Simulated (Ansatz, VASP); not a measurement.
## SnO2: VASP beside Ansatz

Contents of INCAR:

```
  ALGO = Normal
  EDIFF = 1E-7
  EDIFFG = -0.01
  ENCUT = 600
  IBRION = 2
  ISIF = 3
  ISMEAR = 0
  LASPH = True
  LCHARG = False
  LREAL = False
  LWAVE = False
  NELM = 100
  NSW = 80
  PREC = Accurate
  SIGMA = 0.01
```

KPOINTS

```
k-points
0
Gamma
  8 8 8
```

POSCAR

```
SnO2
1.0
   -2.0000690000      2.0000690000      5.1236790000
    2.0000690000     -2.0000690000      5.1236790000
    2.0000690000      2.0000690000     -5.1236790000
Sn O
2 4
Direct
    0.7500000000      0.2500000000      0.5000000000
    0.0000000000      0.0000000000      0.0000000000
    0.7965230000      0.7965230000      0.0000000000
    0.9534770000      0.4534770000      0.5000000000
    0.2034770000      0.2034770000      0.0000000000
    0.5465230000      0.0465230000      0.5000000000
```

Input for Ansatz:

```yaml
crystal:
  lattice:
    - [-2.000069, 2.000069, 5.123679]
    - [2.000069, -2.000069, 5.123679]
    - [2.000069, 2.000069, -5.123679]
  atoms:
    - { symbol: Sn, position: [0.75, 0.25, 0.5] }
    - { symbol: Sn, position: [0.0, 0.0, 0.0] }
    - { symbol: O, position: [0.796523, 0.796523, 0.0] }
    - { symbol: O, position: [0.953477, 0.453477, 0.5] }
    - { symbol: O, position: [0.203477, 0.203477, 0.0] }
    - { symbol: O, position: [0.546523, 0.046523, 0.5] }
basis:
  ecutwfc: 470.0
kpoints:
  mp_grid:
    grid: [8, 8, 8]
hamiltonian:
  xc: lda
scf:
  convergence:
    dr2_threshold: 1.0e-09
  occupations:
    method: fixed
relax:
  cell:
    stress_tol: 0.05
output:
  write_density: true
```

Alike in both runs: task relaxation of cell and atoms; functional LDA; k mesh 8 × 8 × 8; no spin polarisation.

```csv
,VASP,Ansatz
version,VASP 6.6.1,Ansatz 0.2.0
potentials or method,"VASP PAW LDA potentials, release 64 (Sn_d, O), cutoff 600 eV","plane waves, PAW"
occupations,"gaussian, width 0.01 eV",fixed
valence electrons in the cell,52,52
```

Ansatz gave:

```
relaxed volume (Å³/atom)                                     : 13.39
relaxed cell length with the largest relative difference (Å) : 5.814
```

Task: Estimate VASP's values.

Result: Relaxed volume (Å³/atom): 13.43; relaxed cell length with the largest relative difference (Å): 5.818.

LDA's correlation is that of Perdew and Zunger in VASP and of Perdew and Wang (1992) in Ansatz. Ansatz's warnings: stress scf threshold loose.
